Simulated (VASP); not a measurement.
# TiAl (Pm-3m) in VASP: settings compared

The runs below take TiAl through molecular dynamics, single point, with PBE+D3(BJ), PBEsol-based screened hybrid, PBEsol-based global hybrid, B3LYP.

Everything below comes from runs of VASP 6.6.1. Logs are shortened: lines on timing, memory, paths and dates and some standing lists are left out, and cuts for length are marked.

## (1) The cell of the first run

The structure is cubic, space group Pm-3m (No. 221). The conventional cell has a = 3.179 Å, b = 3.179 Å, c = 3.179 Å, α = 90.00°, β = 90.00°, γ = 90.00°. Ti (site symmetry m-3m) has 8 Al at 2.75 Å and 6 Ti at 3.18 Å within 3.6 Å. Within 3.6 Å of Al (site symmetry m-3m) lie 8 Ti at 2.75 Å and 6 Al at 3.18 Å.

## (2) Molecular dynamics, PBE+D3(BJ)

INCAR

```
ALGO = Normal
ANDERSEN_PROB = 0.0
EDIFF = 1E-5
ENCUT = 350
GGA = PE
GGA_COMPAT = F
IBRION = 0
ISIF = 2
ISMEAR = 0
ISYM = 0
IVDW = 12
LASPH = T
LCHARG = F
LREAL = F
LWAVE = F
MAXMIX = 40
MDALGO = 1
NELM = 120
NELMIN = 4
NSW = 20
POTIM = 2.0
PREC = Normal
RANDOM_SEED = 3514 0 0
SIGMA = 0.1
TEBEG = 1200.0
TEEND = 1200.0
```

KPOINTS

```
k-points
0
Gamma
  5 5 5
```

POSCAR

```
TiAl
1.0
    3.1790640000      0.0000000000      0.0000000000
    0.0000000000      3.1790640000      0.0000000000
    0.0000000000      0.0000000000      3.1790640000
Ti Al
1 1
Direct
    0.0000000000      0.0000000000      0.0000000000
    0.5000000000      0.5000000000      0.5000000000
```

Potentials or basis: VASP PAW PBE potentials, release 64 (Ti_sv, Al).

The run is started by

```sh
$ cat potpaw_PBE.64/Ti_sv/POTCAR potpaw_PBE.64/Al/POTCAR > POTCAR
$ mpirun -np 1 vasp_std > vasp.out
```

OUTCAR:

```text
EDIFF = 1E-5
   ENCUT = 350
   GGA = PE
   IBRION = 0
   ISIF = 2
   ISMEAR = 0
   ISYM = 0
   IVDW = 12
   LASPH = T
   LREAL = F
   NELM = 120
   NELMIN = 4
   NSW = 20
   POTIM = 2.0
   PREC = Normal
   TEBEG = 1200.0
 IVDW          = 12

 ion  position               nearest neighbor table
   1  0.000  0.000  0.000-   2 2.75   2 2.75   2 2.75   2 2.75   2 2.75   2 2.75   2 2.75   2 2.75

   2  0.500  0.500  0.500-   1 2.75   1 2.75   1 2.75   1 2.75   1 2.75   1 2.75   1 2.75   1 2.75

IMPORTANT INFORMATION: All symmetrisations will be switched off!
NOSYMM: (Re-)initialisation of all symmetry stuff for point group C_1.

----------------------------------------------------------------------------------------

                                     Primitive cell

  volume of cell :      32.1290

  direct lattice vectors                    reciprocal lattice vectors
     3.179064000  0.000000000  0.000000000     0.314557996  0.000000000  0.000000000
     0.000000000  3.179064000  0.000000000     0.000000000  0.314557996  0.000000000
     0.000000000  0.000000000  3.179064000     0.000000000  0.000000000  0.314557996

  length of vectors
     3.179064000  3.179064000  3.179064000     0.314557996  0.314557996  0.314557996

  position of ions in fractional coordinates (direct lattice)
     0.000000000  0.000000000  0.000000000
     0.500000000  0.500000000  0.500000000

  ion indices of the primitive-cell ions
   primitive index   ion index
                 1           1
                 2           2

----------------------------------------------------------------------------------------

 KPOINTS: k-points

Automatic generation of k-mesh.
 Grid dimensions read from file:
 generate k-points for:    5    5    5

 Generating k-lattice:

  Cartesian coordinates                     Fractional coordinates (reciprocal lattice)
     0.062911599  0.000000000  0.000000000     0.200000000  0.000000000  0.000000000
     0.000000000  0.062911599  0.000000000     0.000000000  0.200000000  0.000000000
     0.000000000  0.000000000  0.062911599     0.000000000  0.000000000  0.200000000

  Length of vectors
     0.062911599  0.062911599  0.062911599

  Shift w.r.t. Gamma in fractional coordinates (k-lattice)
     0.000000000  0.000000000  0.000000000

 Subroutine IBZKPT returns following result:
 ===========================================

 Found     63 irreducible k-points:

 Following reciprocal coordinates:
            Coordinates               Weight
  0.000000  0.000000  0.000000      1.000000
  0.200000  0.000000  0.000000      2.000000
  0.000000  0.200000  0.000000      2.000000
  0.000000  0.000000  0.200000      2.000000
  0.400000  0.000000  0.000000      2.000000
  0.000000  0.400000  0.000000      2.000000
[... 16 lines left out ...]
  0.000000 -0.200000  0.400000      2.000000
  0.400000 -0.200000  0.000000      2.000000
 [... further k-points ...]
   k-points           NKPTS =     63   k-points in BZ     NKDIM =     63   number of bands    NBANDS=     11
   number of dos      NEDOS =    301   number of ions     NIONS =      2
   total plane-waves  NPLWV =   4096
   dimension x,y,z NGX =    16 NGY =   16 NGZ =   16
   dimension x,y,z NGXF=    32 NGYF=   32 NGZF=   32
   ions per type =               1   1
   NGX,Y,Z   is equivalent  to a cutoff of   8.37,  8.37,  8.37 a.u.
   NGXF,Y,Z  is equivalent  to a cutoff of  16.73, 16.73, 16.73 a.u.
 SYSTEM =  unknown system
   PREC   = normal    normal or accurate (medium, high low for compatibility)
   ISTART =      0    job   : 0-new  1-cont  2-samecut
   ICHARG =      2    charge: 1-file 2-atom 10-const
   ISPIN  =      1    spin polarized calculation?
   LNONCOLLINEAR =      F non collinear calculations
   LSORBIT =      F    spin-orbit coupling
   LASPH  =      T    aspherical Exc in radial PAW
   ENCUT  =  350.0 eV  25.72 Ry    5.07 a.u.   4.85  4.85  4.85*2*pi/ulx,y,z
   NELM   =    120;   NELMIN=  4; NELMDL= -5     # of ELM steps
   EDIFF  = 0.1E-04   stopping-criterion for ELM
   LREAL  =      F    real-space projection
   EDIFFG = 0.1E-03   stopping-criterion for IOM
   NSW    =     20    number of steps for IOM
   IBRION =      0    ionic relax: 0-MD 1-quasi-New 2-CG
   NFREE  =      0    steps in history (QN), initial steepest desc. (CG)
   ISIF   =      2    stress and relaxation
   ISYM   =      0    0-nonsym 1-usesym 2-fastsym
   POTIM  = 2.0000    time-step for ionic-motion
   TEBEG  = 1200.0;   TEEND  =1200.0 temperature during run
   PSTRESS=    0.0 pullay stress
   NELECT =      15.0000    total number of electrons
   NUPDOWN=      -1.0000    fix difference up-down
   EMIN   =  10.00;   EMAX   =-10.00  energy-range for DOS
   EFERMI =   0.00;   METHOD = LEGACY
   ISMEAR =     0;   SIGMA  =   0.10  broadening in eV -4-tet -1-fermi 0-gaus
   EFERMI_NEDOS =   21; number of points for ismear=-14 and -15
   IALGO  =     38    algorithm
   IMIX   =      4    mixing-type and parameters
     AMIX     =   0.40;   BMIX     =  1.00
     AMIX_MAG =   1.60;   BMIX_MAG =  1.00
  volume/ion in A,a.u.               =      16.06       108.41
  Fermi-wavevector in a.u.,A,eV,Ry     =   1.270007  2.399964 21.945065  1.612917
  Thomas-Fermi vector in A             =   2.403017
   LORBIT       =      0    0 simple, 1 ext, 2 COOP (PROOUT), +10 PAW based schemes
   GGA     = PE    functional components
   LHFCALC =     F    Hartree Fock is set to
   AEXX    =    0.0000 exact exchange contribution
   IVDW    =    12    specifies the selected vdW correction
   LEPSILON=     F    determine dielectric tensor
   LRPA    =     F    only Hartree local field effects (RPA)
 molecular dynamics for ions
 non-spin polarized calculation
 Gauss-broadening in eV      SIGMA  =   0.10
  energy-cutoff  :      350.00
  volume of cell :       32.13
 maximum number of plane-waves:       481
   NGX =  9   NGY =  9   NGZ =  9

--------------------------------------- Ionic step        1  -------------------------------------------

 number of electron      14.9999999 magnetization

 Free energy of the ion-electron system (eV)
  ---------------------------------------------------
  ext. energy  EPLUGINS =         0.00000000
  ---------------------------------------------------
  free energy    TOTEN  =       -12.10296920 eV

  energy without entropy =      -12.08985011  energy(sigma->0) =      -12.09640965

------------------------ aborting loop because EDIFF is reached ----------------------------------------

 Edisp (eV)   -0.97217

 E8    (eV) :    -0.4501

  FORCE on cell =-STRESS in cart. coord.  units (eV):
  Direction    XX          YY          ZZ          XY          YZ          ZX
  --------------------------------------------------------------------------------------
  -------------------------------------------------------------------------------------
  Total      -0.93827    -0.93842    -0.93836    -0.00019     0.00001    -0.00008
  in kB     -46.78875   -46.79630   -46.79303    -0.00955     0.00037    -0.00413
  external pressure =      -46.79 kB  Pullay stress =        0.00 kB
[... 123 lines left out ...]
  ENERGY OF THE ELECTRON-ION-THERMOSTAT SYSTEM (eV)
  ---------------------------------------------------
% ion-electron   TOTEN  =       -13.066390  see above
  kinetic energy EKIN   =         0.146381
  kin. lattice  EKIN_LAT=         0.000000  (temperature 1132.45 K)
  nose potential ES     =         0.000000
  nose kinetic   EPS    =         0.000000
  ---------------------------------------------------
  total energy   ETOTAL =       -12.920009 eV

[... ionic steps 4 to 17 ...]

--------------------------------------- Ionic step       18  -------------------------------------------

 number of electron      14.9999973 magnetization

------------------------ aborting loop because EDIFF is reached ----------------------------------------

 Edisp (eV)   -0.97259

 E8    (eV) :    -0.4504
[... 81 lines left out ...]
  ENERGY OF THE ELECTRON-ION-THERMOSTAT SYSTEM (eV)
  ---------------------------------------------------
% ion-electron   TOTEN  =       -12.975392  see above
  kinetic energy EKIN   =         0.055732
  kin. lattice  EKIN_LAT=         0.000000  (temperature  431.16 K)
  nose potential ES     =         0.000000
  nose kinetic   EPS    =         0.000000
  ---------------------------------------------------
  total energy   ETOTAL =       -12.919660 eV

--------------------------------------- Ionic step       20  -------------------------------------------

 number of electron      14.9999990 magnetization

 Free energy of the ion-electron system (eV)
  ---------------------------------------------------
  ext. energy  EPLUGINS =         0.00000000
  ---------------------------------------------------
  free energy    TOTEN  =       -12.02176546 eV

  energy without entropy =      -12.00798683  energy(sigma->0) =      -12.01487614

 E-fermi :   8.6891     XC(G=0): -11.0830

 val. band max:        8.6077450075   @ k =   0.0000   0.4000   0.2000
 cond. band min:       8.7447599200   @ k =   0.4000   0.2000   0.2000
 fundamental gap:      0.1370149125
 Fermi energy:         8.6891211136

 k-point     1 :       0.0000    0.0000    0.0000
  band No.  band energies     occupation
      1     -48.1306      2.00000
      2     -24.3559      2.00000
      3     -24.3502      2.00000
      4     -24.3479      2.00000
      5      -0.4681      2.00000
      6       7.3008      2.00000
      7       7.3028      2.00000
      8      10.5019      0.00000
      9      10.5558      0.00000
     10      10.5603      0.00000
     11      13.2229      0.00000
[... 309 lines left out ...]
 k-point    24 :       0.4000   -0.2000    0.0000
  band No.  band energies     occupation
      1     -48.1126      2.00000
      2     -24.4993      2.00000
      3     -24.3927      2.00000
      4     -24.3327      2.00000
      5       2.3401      2.00000
      6       5.0530      2.00000
      7       7.8288      2.00000
      8       8.6015      1.78455
      9       9.1818      0.00000
     10      10.1975      0.00000
     11      11.6498      0.00000

 [... further k-points ...]

------------------------ aborting loop because EDIFF is reached ----------------------------------------

 Edisp (eV)   -0.97246

 E8    (eV) :    -0.4503

  FORCE on cell =-STRESS in cart. coord.  units (eV):
  Direction    XX          YY          ZZ          XY          YZ          ZX
  --------------------------------------------------------------------------------------
  -------------------------------------------------------------------------------------
  Total      -0.71287    -0.74673    -0.72548     0.13458    -0.15381    -0.11330
  in kB     -35.54876   -37.23696   -36.17755     6.71113    -7.66990    -5.64990
  external pressure =      -36.32 kB  Pullay stress =        0.00 kB
[... 23 lines left out ...]
  ENERGY OF THE ELECTRON-ION-THERMOSTAT SYSTEM (eV)
  ---------------------------------------------------
% ion-electron   TOTEN  =       -12.994225  see above
  kinetic energy EKIN   =         0.074490
  kin. lattice  EKIN_LAT=         0.000000  (temperature  576.28 K)
  nose potential ES     =         0.000000
  nose kinetic   EPS    =         0.000000
  ---------------------------------------------------
  total energy   ETOTAL =       -12.919735 eV
```

Wall time 74 s (1 thread of Intel Xeon 8259CL, shared host); peak memory 0.15 GiB.

What came out:

```
Dispersion energy per atom : -0.486 eV
```

The path:
| step | potential energy change (eV) | largest force (eV/Å) | pressure (GPa) | volume (Å³) | temperature (K) |
| --- | --- | --- | --- | --- | --- |
| 1 | 0.0000 | 0.0001 | -4.68 | 32.13 | 1200 |
| 2 | 0.0022 | 0.1688 | -4.60 | 32.13 | 1183 |
| 3 | 0.0088 | 0.3357 | -4.48 | 32.13 | 1132 |
| 4 | 0.0193 | 0.4992 | -4.40 | 32.13 | 1051 |
| 5 | 0.0332 | 0.6578 | -4.22 | 32.13 | 944 |
| 6 | 0.0498 | 0.8100 | -4.01 | 32.13 | 816 |
| 7 | 0.0681 | 0.9531 | -3.79 | 32.13 | 675 |
| 8 | 0.0871 | 1.0849 | -3.55 | 32.13 | 528 |
| 9 | 0.1057 | 1.2010 | -3.33 | 32.13 | 385 |
| 10 | 0.1227 | 1.2997 | -3.12 | 32.13 | 255 |
| 11 | 0.1370 | 1.3788 | -2.95 | 32.13 | 145 |
| 12 | 0.1476 | 1.4358 | -2.82 | 32.13 | 62 |
| 13 | 0.1540 | 1.4688 | -2.74 | 32.13 | 13 |
| 14 | 0.1556 | 1.4771 | -2.72 | 32.13 | 1 |
| 15 | 0.1524 | 1.4606 | -2.76 | 32.13 | 25 |
| 16 | 0.1446 | 1.4195 | -2.85 | 32.13 | 86 |
| 17 | 0.1326 | 1.3552 | -2.99 | 32.13 | 178 |
| 18 | 0.1174 | 1.2696 | -3.19 | 32.13 | 296 |
| 19 | 0.0997 | 1.1646 | -3.40 | 32.13 | 431 |
| 20 | 0.0809 | 1.0432 | -3.63 | 32.13 | 576 |

Caveat: the k points lie up to 0.40 Å⁻¹ apart.

(Continued in part 2 of 2.)
